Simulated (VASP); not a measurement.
# ScAl3: single point with RPBE+D4

Crystal: ScAl3.

```
CELL_PARAMETERS angstrom
4.04866 0.00000 0.00000
0.00000 4.04866 0.00000
0.00000 0.00000 4.04866
ATOMIC_POSITIONS crystal
Sc 0.00000 0.00000 0.00000
Al 0.50000 0.50000 0.00000
Al 0.00000 0.50000 0.50000
Al 0.50000 0.00000 0.50000
```

```
Program                : VASP 6.6.1
Task                   : single point
Functional             : RPBE
Dispersion             : D4
Potentials or basis    : VASP PAW PBE potentials, release 64 (Sc_sv, Al)
Cutoff                 : 520 eV
k mesh                 : 7 × 7 × 7
Occupations            : fermi-dirac, width 0.05 eV
Spin                   : no spin polarisation
Dipole correction      : no
Further INCAR settings : ALGO = Fast; EDIFF = 1e-07; NBANDS = 18
```

- Pressure: -0.1 GPa
- Band gap on the k mesh: zero (band 10 reaches 8.64 eV, above the bottom of band 11 at 4.92 eV)
- Dispersion energy per atom: -0.661 eV

Levels at points of the mesh, in eV from the Fermi level:
| k point | band 7 | band 8 | band 9 | band 10 | band 11 | band 12 | band 13 | band 14 |
| --- | --- | --- | --- | --- | --- | --- | --- | --- |
| (0.00, 0.00, 0.00) | -2.55 | -1.74 | -1.74 | -1.74 | 1.34 | 1.42 | 1.42 | 1.42 |

Wall time 54 s on 1 thread of Intel Xeon 8259CL, on a shared host, peak memory 0.17 GiB.

Caveat: the PAW data sets were made with another functional, which shifts forces and pressure a little; pairwise dispersion overbinds metals, which lowers pressure and volume.
